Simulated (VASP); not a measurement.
# TiO2 (C2/m) in VASP: settings compared, part 2 of 2

VASP 6.6.1.

## 4. Single point, PBE+D4

The input, INCAR:

```
PREC = Accurate
ENCUT = 520
EDIFF = 1E-6
ISMEAR = -1
SIGMA = 0.05
LREAL = F
LASPH = T
NELM = 60
ALGO = Normal
ISIF = 2
LWAVE = F
LCHARG = T
GGA = PE
IVDW = 13
LELF = T
LVHAR = T
NBANDS = 60
```

The input, KPOINTS:

```
Automatic mesh
0
Gamma
  8 8 4
```

The input, POSCAR:

```
TiO2
1.0
    6.1021596279     -1.8661225861     -0.0072720392
    6.1021596279      1.8661225861     -0.0072720392
   -1.9196928631      0.0000000000      6.3101181759
Ti O
4 8
Direct
    0.8994562754      0.8994562754      0.2898590167
    0.1936008007      0.1936008007      0.2809441074
    0.1005437246      0.1005437246      0.7101409833
    0.8063991993      0.8063991993      0.7190558926
    0.3614469897      0.3614469897      0.2933922577
    0.2647614065      0.2647614065      0.6548452969
    0.8680809714      0.8680809714      0.9970071203
    0.7352385935      0.7352385935      0.3451547031
    0.9416736401      0.9416736401      0.6296355900
    0.1319190286      0.1319190286      0.0029928797
    0.6385530103      0.6385530103      0.7066077423
    0.0583263599      0.0583263599      0.3703644100
```

Potentials or basis: VASP PAW PBE potentials, release 64 (Ti_sv, O).

Launch:

```sh
$ cat potpaw_PBE.64/Ti_sv/POTCAR potpaw_PBE.64/O/POTCAR > POTCAR
$ mpirun -np 1 vasp_std > vasp.out
```

Wall time 10 min (1 thread of Intel Xeon 6975P-C (Granite Rapids), shared host); peak memory 0.64 GiB.

Results (log left out):

| Quantity | Value |
| --- | --- |
| Free energy | -109.9344 eV |
| Pressure | 0.6 GPa |
| Largest force | 0.082 eV/Å |
| Band gap on the k mesh | 2.79 eV (least direct gap 2.99 eV) |
| Dispersion energy per atom | -0.181 eV |

Forces on the atoms (eV/Å):
```
Ti  -0.024  0.000  0.028
Ti   0.004  0.000  0.082
Ti   0.024  0.000 -0.028
Ti  -0.004  0.000 -0.082
O    0.008  0.000  0.000
O    0.002  0.000 -0.018
O    0.017  0.000  0.045
O   -0.002  0.000  0.018
O   -0.025  0.000 -0.014
O   -0.017  0.000 -0.045
O   -0.008  0.000  0.000
O    0.025  0.000  0.014
```

Stress tensor (GPa, compression positive):
```
0.63 0.00 0.04
0.00 0.60 0.00
0.04 0.00 0.72
```

Levels at points of the mesh, in eV from the valence-band top:
```
           k point  band 44  band 45  band 46  band 47  band 48  band 49  band 50  band 51  band 52  band 53
(0.00, 0.00, 0.00)    -0.87    -0.77    -0.73    -0.34    -0.20     2.79     3.17     3.37     3.40     3.45
(0.50, 0.00, 0.00)    -1.03    -0.87    -0.48    -0.22    -0.14     3.18     3.25     3.69     3.74     4.02
(0.50, 0.50, 0.00)    -0.92    -0.88    -0.62    -0.40    -0.13     2.95     2.99     3.52     3.57     3.60
(0.00, 0.00, 0.50)    -0.77    -0.71    -0.65    -0.59    -0.42     2.92     3.19     3.36     3.46     3.49
(0.50, 0.00, 0.50)    -0.79    -0.68    -0.53    -0.09    -0.01     3.24     3.27     3.54     3.76     3.90
(0.50, 0.50, 0.50)    -1.09    -0.82    -0.40    -0.22    -0.21     3.08     3.18     3.33     3.49     3.51
```

## 5. Single point, PBE

This run uses another cell than the first one, of 12.23 Å³/atom.

The input, INCAR:

```
SYSTEM = TiO2
PREC     = Accurate       ! precision mode
ENCUT    = 520            ! plane-wave cutoff, eV
EDIFF    = 1E-6           ! SCF threshold, eV
ISMEAR   = -1             ! smearing method
SIGMA    = 0.05           ! smearing width, eV
LREAL    = .FALSE.        ! projectors in reciprocal space
LASPH    = .TRUE.         ! aspherical terms in the spheres
NELM     = 100            ! most SCF steps
ALGO     = Normal         ! electronic algorithm
ISIF     = 2              ! what is computed and relaxed
LWAVE    = .FALSE.        ! write WAVECAR
LCHARG   = .TRUE.         ! write CHGCAR
GGA      = PE             ! functional
LELF     = .TRUE.         ! ELF
LVHAR    = .TRUE.       
NBANDS   = 60             ! bands
```

The input, KPOINTS:

```
regular mesh
0
G
  6 6 3
  0 0 0
```

The input, POSCAR:

```
TiO2
1.0
    6.1535771931     -1.8834685000      0.0000000000
    6.1535771931      1.8834685000      0.0000000000
   -1.9283261078      0.0000000000      6.3289668713
Ti O
4 8
Direct
    0.9000710000      0.9000710000      0.2896020000
    0.1952860000      0.1952860000      0.2837620000
    0.0999290000      0.0999290000      0.7103980000
    0.8047140000      0.8047140000      0.7162380000
    0.3619310000      0.3619310000      0.2933970000
    0.2634885000      0.2634885000      0.6525000000
    0.8671885000      0.8671885000      0.9952910000
    0.7365115000      0.7365115000      0.3475000000
    0.9416475000      0.9416475000      0.6300210000
    0.1328115000      0.1328115000      0.0047090000
    0.6380690000      0.6380690000      0.7066030000
    0.0583525000      0.0583525000      0.3699790000
```

Launch:

```sh
$ cat potpaw_PBE.64/Ti_sv/POTCAR potpaw_PBE.64/O/POTCAR > POTCAR
$ mpirun -np 1 vasp_std > vasp.out
```

It took 7.5 min on 1 thread of AMD EPYC 7R13 (Zen 3), shared host; peak memory 0.41 GiB.

It converged, with:

* Free energy: -107.7984 eV
* Pressure: -0.5 GPa
* Largest force: 0.114 eV/Å
* Band gap on the k mesh: 2.75 eV (least direct gap 2.90 eV)

Forces on the atoms (eV/Å):
```
Ti   0.004  0.000 -0.045
Ti  -0.052  0.000 -0.101
Ti  -0.004  0.000  0.045
Ti   0.052  0.000  0.101
O   -0.022  0.000 -0.010
O   -0.002  0.000  0.029
O   -0.040  0.000 -0.011
O    0.002  0.000 -0.029
O    0.004  0.000  0.019
O    0.040  0.000  0.011
O    0.022  0.000  0.010
O   -0.004  0.000 -0.019
```

Levels at points of the mesh, in eV from the valence-band top:
| k point | band 44 | band 45 | band 46 | band 47 | band 48 | band 49 | band 50 | band 51 | band 52 | band 53 |
| --- | --- | --- | --- | --- | --- | --- | --- | --- | --- | --- |
| (0.00, 0.00, 0.00) | -0.85 | -0.72 | -0.71 | -0.33 | -0.15 | 2.75 | 3.09 | 3.32 | 3.33 | 3.37 |
| (0.50, 0.00, 0.00) | -0.98 | -0.83 | -0.44 | -0.18 | -0.10 | 3.13 | 3.17 | 3.59 | 3.65 | 3.91 |
| (0.50, 0.50, 0.00) | -0.88 | -0.84 | -0.60 | -0.36 | -0.09 | 2.89 | 2.94 | 3.44 | 3.51 | 3.52 |

Caveat: an odd mesh through Γ misses points on the zone boundary, where band edges can lie.

## 6. Single point, SVWN5

This run uses another cell than the first one, of 12.23 Å³/atom.

The input, INCAR:

```
SYSTEM = TiO2
ALGO = Normal ; EDIFF = 1E-6
ENCUT = 520 ; GGA = VW
ISIF = 2 ; ISMEAR = -1
LASPH = .True. ; LCHARG = .False.
LREAL = .False. ; LWAVE = .False.
NBANDS = 60 ; NELM = 60
PREC = Accurate ; SIGMA = 0.05
```

The input, KPOINTS:

```
k-points
0
Gamma
  8 8 4
  0 0 0
```

POSCAR is that of step 5.

Potentials or basis: VASP PAW PBE potentials, release 64 (Ti_sv, O).

Launch:

```sh
$ cat potpaw_PBE.64/Ti_sv/POTCAR potpaw_PBE.64/O/POTCAR > POTCAR
$ mpirun -np 1 vasp_std > vasp.out
```

OUTCAR:

```text
SYSTEM = TiO2
   EDIFF = 1E-6
   ENCUT = 520
   GGA = VW
   ISIF = 2
   ISMEAR = -1
   LASPH = .True.
   LREAL = .False.
   NELM = 60
   PREC = Accurate

 ion  position               nearest neighbor table
   1  0.900  0.900  0.290-  12 1.86   7 1.87   5 1.94   5 1.94   8 2.16   9 2.16
   2  0.195  0.195  0.284-  10 1.78  12 1.93   8 1.96   8 1.96   5 2.03   6 2.34
   3  0.100  0.100  0.710-   9 1.86  10 1.87  11 1.94  11 1.94   6 2.16  12 2.16
   4  0.805  0.805  0.716-   7 1.78   9 1.93   6 1.96   6 1.96  11 2.03   8 2.34
   5  0.362  0.362  0.293-   1 1.94   1 1.94   2 2.03
   6  0.263  0.263  0.653-   4 1.96   4 1.96   3 2.16   2 2.34
   7  0.867  0.867  0.995-   4 1.78   1 1.87
   8  0.737  0.737  0.347-   2 1.96   2 1.96   1 2.16   4 2.34
   9  0.942  0.942  0.630-   3 1.86   4 1.93   1 2.16
  10  0.133  0.133  0.005-   2 1.78   3 1.87
  11  0.638  0.638  0.707-   3 1.94   3 1.94   4 2.03
  12  0.058  0.058  0.370-   1 1.86   2 1.93   3 2.16

  LATTYP: Found a base centered monoclinic cell.
 ALAT       =    12.3071543862
 B/A-ratio  =     0.3060770087
 C/A-ratio  =     0.5375907333
 COS(beta)  =    -0.2914546970

  Lattice vectors:

 A1 = (   6.1535771931,  -1.8834685000,   0.0000000000)
 A2 = (   6.1535771931,   1.8834685000,   0.0000000000)
 A3 = (  -1.9283261078,   0.0000000000,   6.3289668713)

Analysis of symmetry for initial positions (statically):
=====================================================================
 Subroutine PRICEL returns:
 Original cell was already a primitive cell.

 Routine SETGRP: Setting up the symmetry group for a
 base centered monoclinic supercell.

 Subroutine GETGRP returns: Found  4 space group operations
 (whereof  4 operations were pure point group operations)
 out of a pool of  4 trial point group operations.

The static configuration has the point symmetry C_2h.

[... 154 lines left out ...]
  Fermi-wavevector in a.u.,A,eV,Ry     =   1.421289  2.685846 27.484606  2.020062
  Thomas-Fermi vector in A             =   2.542114
   LORBIT       =      0    0 simple, 1 ext, 2 COOP (PROOUT), +10 PAW based schemes
   GGA     = VW    functional components
   LHFCALC =     F    Hartree Fock is set to
   AEXX    =    0.0000 exact exchange contribution
   IVDW    =     0    specifies the selected vdW correction
   LEPSILON=     F    determine dielectric tensor
   LRPA    =     F    only Hartree local field effects (RPA)
 non-spin polarized calculation
  energy-cutoff  :      520.00
  volume of cell :      146.71
 maximum number of plane-waves:      3974
   NGX = 23   NGY = 23   NGZ = 25

 number of electron      96.0000006 magnetization

 Free energy of the ion-electron system (eV)
  ---------------------------------------------------
  ext. energy  EPLUGINS =         0.00000000
  ---------------------------------------------------
  free energy    TOTEN  =      -117.44939762 eV

  energy without entropy =     -117.44939762  energy(sigma->0) =     -117.44939762

 E-fermi :   3.3855     XC(G=0): -10.8782

 val. band max:        2.1174057786   @ k =  -0.3750   0.2500   0.5000
 cond. band min:       4.7579671162   @ k =   0.0000   0.0000   0.0000
 fundamental gap:      2.6405613376
 Fermi energy:         3.3855435026

 k-point     1 :       0.0000    0.0000    0.0000
  band No.  band energies     occupation
      1     -53.4592      2.00000
      2     -53.4468      2.00000
      3     -53.3631      2.00000
      4     -53.3565      2.00000
      5     -30.1839      2.00000
      6     -30.1343      2.00000
[... 1501 lines left out ...]
     59       6.6442      0.00000
     60       6.6921      0.00000

 [... further k-points ...]
[... 5 lines left out ...]
  --------------------------------------------------------------------------------------
  -------------------------------------------------------------------------------------
  Total      -10.1647880     -9.9374012    -10.2537154      0.0000000      0.0000000      0.0354100
  in kB     -111.0094818   -108.5261943   -111.9806562      0.0000000      0.0000000      0.3867120
  external PRESSURE =    -110.5054441 kB  Pullay stress =       0.0000000 kB

 VOLUME and BASIS-vectors are now :
 -----------------------------------------------------------------------------
  energy-cutoff  :      520.00
  volume of cell :      146.71
      direct lattice vectors                 reciprocal lattice vectors
     6.153577193 -1.883468500  0.000000000     0.081253551 -0.265467673  0.024756544
     6.153577193  1.883468500  0.000000000     0.081253551  0.265467673  0.024756544
    -1.928326108  0.000000000  6.328966871     0.000000000  0.000000000  0.158003671

 POSITION                                       TOTAL-FORCE (eV/Angst)
 -----------------------------------------------------------------------------------
     10.51887      0.00000      1.83288        -0.047566      0.000000     -0.012865
      1.85623      0.00000      1.79592         0.019840      0.000000     -0.063275
     -0.14004      0.00000      4.49609         0.047566      0.000000      0.012865
      8.52260      0.00000      4.53305        -0.019840      0.000000      0.063275
      3.88858      0.00000      1.85690        -0.218466      0.000000     -0.005921
      1.98456      0.00000      4.12965        -0.165906      0.000000     -0.021796
      8.75338      0.00000      6.29916        -0.185385      0.000000     -0.027631
      8.39427      0.00000      2.19932         0.165906      0.000000      0.021796
     10.37412      0.00000      3.98738         0.031458      0.000000     -0.067293
      1.62545      0.00000      0.02980         0.185385      0.000000      0.027631
      6.49025      0.00000      4.47207         0.218466      0.000000      0.005921
      0.00471      0.00000      2.34158        -0.031458      0.000000      0.067293
 -----------------------------------------------------------------------------------
    total drift:                               -0.000000      0.000000      0.000000

  FREE ENERGIE OF THE ION-ELECTRON SYSTEM (eV)
  ---------------------------------------------------
  free  energy   TOTEN  =      -117.4493976204 eV

  energy  without entropy=     -117.4493976204  energy(sigma->0) =     -117.44939762
```

OSZICAR:

```text
N       E                     dE             d eps       ncg     rms          rms(c)
DAV:   1     0.148054548621E+04    0.14805E+04   -0.47908E+04  9528   0.185E+03
DAV:   2     0.162714727669E+03   -0.13178E+04   -0.12510E+04  9548   0.574E+02
DAV:   3    -0.126256778974E+03   -0.28897E+03   -0.28014E+03 11924   0.236E+02
DAV:   4    -0.148733449393E+03   -0.22477E+02   -0.22426E+02 14280   0.709E+01
DAV:   5    -0.150099829060E+03   -0.13664E+01   -0.13658E+01 14320   0.139E+01    0.451E+01
DAV:   6    -0.119299260103E+03    0.30801E+02   -0.20816E+02 13704   0.972E+01    0.190E+01
DAV:   7    -0.118169464088E+03    0.11298E+01   -0.40831E+01 13368   0.373E+01    0.122E+01
DAV:   8    -0.117473028986E+03    0.69644E+00   -0.50657E+00 12944   0.165E+01    0.420E+00
DAV:   9    -0.117451940502E+03    0.21088E-01   -0.81883E-01 13560   0.591E+00    0.174E+00
DAV:  10    -0.117447887155E+03    0.40533E-02   -0.15988E-01 13412   0.327E+00    0.873E-01
DAV:  11    -0.117450401481E+03   -0.25143E-02   -0.45043E-02 12800   0.213E+00    0.348E-01
DAV:  12    -0.117449339773E+03    0.10617E-02   -0.12762E-02 13192   0.846E-01    0.680E-02
DAV:  13    -0.117449416258E+03   -0.76485E-04   -0.13657E-03 13344   0.261E-01    0.786E-02
DAV:  14    -0.117449393360E+03    0.22898E-04   -0.50396E-04 13796   0.133E-01    0.243E-02
DAV:  15    -0.117449398003E+03   -0.46435E-05   -0.74285E-05 13952   0.551E-02    0.137E-02
DAV:  16    -0.117449397695E+03    0.30840E-06   -0.31463E-05 11228   0.297E-02    0.700E-03
DAV:  17    -0.117449397620E+03    0.74677E-07   -0.88717E-06  9624   0.160E-02
   1 F= -.11744940E+03 E0= -.11744940E+03  d E =-.542851E-11
```

stdout:

```text
POSCAR found type information on POSCAR TiO
 POSCAR found :  2 types and      12 ions
 scaLAPACK will be used
 -----------------------------------------------------------------------------
|                                                                             |
|                                                                             |
|     You enforced a specific xc type in the INCAR file but a different       |
|     I HOPE YOU KNOW WHAT YOU ARE DOING!                                     |
|                                                                             |
 -----------------------------------------------------------------------------

 LDA part: xc-table for (Slater(with rela. corr.)+VWN5), standard interpolation
 POSCAR, INCAR and KPOINTS ok, starting setup
 FFT: planning ... GRIDC
 FFT: planning ... GRID_SOFT
 FFT: planning ... GRID
 WAVECAR not read
 entering main loop
```

Run time: 12 min. Hardware: 1 thread of Intel Xeon Platinum 8559C (Emerald Rapids), shared host; peak memory 0.59 GiB.

Results:

```yaml
Free_energy: -117.4494 eV
Pressure: -11.1 GPa
Largest_force: 0.219 eV/Å
Band_gap_on_the_k_mesh: 2.64 eV (least direct gap 2.82 eV)
```

Forces on the atoms (eV/Å):
```
Ti  -0.048  0.000 -0.013
Ti   0.020  0.000 -0.063
Ti   0.048  0.000  0.013
Ti  -0.020  0.000  0.063
O   -0.218  0.000 -0.006
O   -0.166  0.000 -0.022
O   -0.185  0.000 -0.028
O    0.166  0.000  0.022
O    0.031  0.000 -0.067
O    0.185  0.000  0.028
O    0.218  0.000  0.006
O   -0.031  0.000  0.067
```

Stress tensor (GPa, compression positive):
```
-11.10   0.00   0.04
  0.00 -10.85   0.00
  0.04   0.00 -11.20
```

Caveat: the cell stands under tension; the PAW data sets were made with another functional, which shifts forces and pressure a little.

## 7. The runs side by side

```tsv
level	potentials or basis	U	cell	k mesh	cutoff (eV)	gap on the mesh (eV)	pressure (GPa)	largest force (eV/Å)
PBE exchange alone	VASP PAW PBE potentials, release 64 (Ti_sv, O)	-	a = 6.392, b = 6.392, c = 6.572 Å, angles 106.2, 106.2, 34.0°, 12 atoms, atomic positions A	8 × 8 × 4	520	2.83	19.7	0.36
LDA+U	VASP PAW LDA potentials, release 64 (Ti_sv, O)	Ti d U = 5.0 eV	a = 6.364, b = 6.364, c = 6.484 Å, angles 106.2, 106.2, 34.1°, 12 atoms, atomic positions B	6 × 6 × 3	600	3.50	6.3	0.86
PBE+D4	VASP PAW PBE potentials, release 64 (Ti_sv, O)	-	a = 6.381, b = 6.381, c = 6.596 Å, angles 106.2, 106.2, 34.0°, 12 atoms, atomic positions C	8 × 8 × 4	520	2.79	0.6	0.08
PBE	VASP PAW PBE potentials, release 64 (Ti_sv, O)	-	a = 6.435, b = 6.435, c = 6.616 Å, angles 106.2, 106.2, 34.0°, 12 atoms, atomic positions A	6 × 6 × 3	520	2.75	-0.5	0.11
SVWN5	VASP PAW PBE potentials, release 64 (Ti_sv, O)	-	a = 6.435, b = 6.435, c = 6.616 Å, angles 106.2, 106.2, 34.0°, 12 atoms, atomic positions A	8 × 8 × 4	520	2.64	-11.1	0.22
```

Alike in all rows: task single point; no spin polarisation; smearing fermi-dirac 0.05 eV.

Caveats: the cell stands under pressure (at least some runs); an odd mesh through Γ misses points on the zone boundary, where band edges can lie (at least some runs); the cell stands under tension (at least some runs); the PAW data sets were made with another functional, which shifts forces and pressure a little (at least some runs).

Absolute energies hang on the potentials; compare differences alone.
